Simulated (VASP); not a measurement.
IrC3, 4 atoms in the cell. The structure is cubic, space group Im-3m (No. 229). Conventional cell: a = 4.150 Å, b = 4.150 Å, c = 4.150 Å, α = 90.00°, β = 90.00°, γ = 90.00°. Ir (site symmetry m-3m) has 6 C at 2.07 Å within 2.7 Å. Within 2.7 Å of C (site symmetry 4/mmm) lie 2 Ir at 2.07 Å and 4 C at 2.07 Å. 

| Quantity | Value |
| --- | --- |
| Program | VASP 6.6.1 |
| Task | relaxation of cell and atoms |
| Functional | PBE |
| Potentials or basis | VASP PAW PBE potentials, release 64 (Ir, C) |
| Cutoff | 600 eV |
| k mesh | 16 × 16 × 16 |
| Occupations | gaussian, width 0.1 eV |
| Spin | no spin polarisation |
| Dipole correction | no |
| Further INCAR settings | ALGO = Normal; EDIFF = 1e-06; IBRION = 2; EDIFFG = -0.01; NSW = 100; ISIF = 3 |

Potentials or basis: VASP PAW PBE potentials, release 64 (Ir, C).

Launch:

```bash
$ cat potpaw_PBE.64/Ir/POTCAR potpaw_PBE.64/C/POTCAR > POTCAR
$ mpirun -np 1 vasp_std > vasp.out
```

Hardware: 1 thread of AMD EPYC 7R13, on a shared host.

How long does it take, and how much memory?

It took 4.2 min on 1 thread of AMD EPYC 7R13, on a shared host, peak memory 0.21 GiB. Counts: scf iterations 27, k points 145, ion steps 3.
